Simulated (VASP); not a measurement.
Set up this calculation in VASP 6.6.1, as the native input.

```
Task                   : single point
Functional             : PBE
Potentials or basis    : VASP PAW PBE potentials, release 64 (Ba_sv, Ti_sv, Mg, O)
Cutoff                 : 520 eV
k mesh                 : 7 × 7 × 3
Occupations            : fermi-dirac, width 0.05 eV
Spin                   : no spin polarisation
Dipole correction      : no
Further INCAR settings : ALGO = Normal; EDIFF = 1e-06; NBANDS = 39
```

The structure of Ba2MgTiO4 lies in POSCAR:

```
Ba2MgTiO4
1.0
    2.6791720324     -2.6809765938      0.0000000000
    2.6791720324      2.6809765938      0.0000000000
   -0.0116964056      0.0000000000     11.1729335742
Ba Ti Mg O
2 1 1 4
Direct
    0.1744790000      0.1645080000      0.5477650000
    0.6620200000      0.6594880000      0.9259350000
    0.6688200000      0.6602180000      0.3004600000
    0.1654200000      0.1623310000      0.1646800000
    0.1730960000      0.6744960000      0.2412520000
    0.6696480000      0.6677390000      0.4657630000
    0.1636390000      0.1736740000      0.9871690000
    0.6734540000      0.1566740000      0.2472090000
```

This cell differs from its parent crystal: atoms moved at random.

These files were run (other wordings do the same):

INCAR

```
PREC = Accurate
ENCUT = 520
EDIFF = 1E-6
ISMEAR = -1
SIGMA = 0.05
LREAL = F
LASPH = T
NELM = 100
ALGO = Normal
ISIF = 2
LWAVE = F
LCHARG = F
GGA = PE
NBANDS = 39
```

KPOINTS

```
regular mesh
0
Gamma
  7 7 3
```

Potentials or basis: VASP PAW PBE potentials, release 64 (Ba_sv, Ti_sv, Mg, O).

Launch:

```bash
$ cat potpaw_PBE.64/Ba_sv/POTCAR potpaw_PBE.64/Ti_sv/POTCAR potpaw_PBE.64/Mg/POTCAR potpaw_PBE.64/O/POTCAR > POTCAR
$ mpirun -np 1 vasp_std > vasp.out
```

Results of the run:

| Property | Result |
| --- | --- |
| Pressure | -0.7 GPa |
| Largest force | 0.623 eV/Å |
| Band gap on the k mesh | zero (bands 29 and 30 overlap by 0.65 eV) |

Caveat: the cell differs from its parent crystal (atoms moved at random); spin-orbit coupling is left out, which moves the levels of the heavy elements; semilocal functionals often make such compounds metallic where correlation or magnetic order opens a gap, which also shifts bond lengths.

Run time: 13 min on 1 thread of Oxide Virtual Turin-like Processor, with other jobs on the host, peak memory 0.53 GiB.
